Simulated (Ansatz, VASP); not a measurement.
# NbPdSe3 in VASP and in Ansatz

File INCAR:

```
SYSTEM = NbPdSe3
PREC = Accurate
ENCUT = 600
EDIFF = 1E-6
ISMEAR = 0
SIGMA = 0.1
LREAL = .False.
LASPH = .True.
NELM = 100
ALGO = Normal
ISIF = 3
LWAVE = .False.
LCHARG = .False.
GGA = PE
IBRION = 2
NSW = 90
EDIFFG = -0.04
```

The input KPOINTS:

```
regular mesh
0
Gamma
  4 4 4
  0 0 0
```

File POSCAR:

```
NbPdSe3
1.0
    4.6942256800      0.0000000000      0.0000000000
    0.0000000000      4.6942256800      0.0000000000
    0.0000000000      0.0000000000      4.6942256800
Nb Pd Se
1 1 3
Direct
    0.0000000000      0.0000000000      0.0000000000
    0.5000000000      0.5000000000      0.5000000000
    0.0000000000      0.5000000000      0.5000000000
    0.5000000000      0.0000000000      0.5000000000
    0.5000000000      0.5000000000      0.0000000000
```

Input for Ansatz:

```yaml
crystal:
  lattice:
    - [4.69422568, 0.0, 0.0]
    - [0.0, 4.69422568, 0.0]
    - [0.0, 0.0, 4.69422568]
  atoms:
    - { symbol: Nb, position: [0.0, 0.0, 0.0] }
    - { symbol: Pd, position: [0.5, 0.5, 0.5] }
    - { symbol: Se, position: [0.0, 0.5, 0.5] }
    - { symbol: Se, position: [0.5, 0.0, 0.5] }
    - { symbol: Se, position: [0.5, 0.5, 0.0] }
basis:
  ecutwfc: 420
kpoints:
  mp_grid: { grid: [4, 4, 4] }
hamiltonian:
  xc: pbe
scf:
  occupations: { method: gaussian, width: 0.1 }
  lower_state_search: "off"
output:
  forces: true
  stress: true
  eigenvalues: true
relax:
  adjacent_minimum: "off"
  f_tol: 0.04
  max_steps: 70
  cell: { stress_tol: 0.4 }
```

Change from the starting cell: species swapped into the GdBPd3 type (Pm-3m, No. 221).

Alike in both runs: task relaxation of cell and atoms; functional PBE; k mesh 4 × 4 × 4; occupations gaussian, width 0.1 eV; no spin polarisation.

```csv
,VASP,Ansatz
version,VASP 6.6.1,Ansatz 0.2.0
potentials or method,"VASP PAW PBE potentials, release 64 (Nb_sv, Pd, Se), cutoff 600 eV","scalar-relativistic, plane waves, PAW"
valence electrons in the cell,41,79
```

Ansatz gave:

* gap on the k mesh at the Fermi level, each at its own relaxed structure (eV): none
* relaxed volume (Å³/atom): 22.46
* relaxed length of the cell vector where the two differ most in proportion (Å): 4.825

What did VASP give for the same quantities?

gap on the k mesh at the Fermi level, each at its own relaxed structure (eV): none; relaxed volume (Å³/atom): 22.48; relaxed length of the cell vector where the two differ most in proportion (Å): 4.826.

A gap of «none» marks a metal or a gap that the smearing closes. VASP's potentials hold 41 valence electrons a cell and Ansatz's 79, so a difference there can come from the potentials and not from the codes.

Noted on VASP's run: too few bands were computed for a metal, which touches its energy and stress.
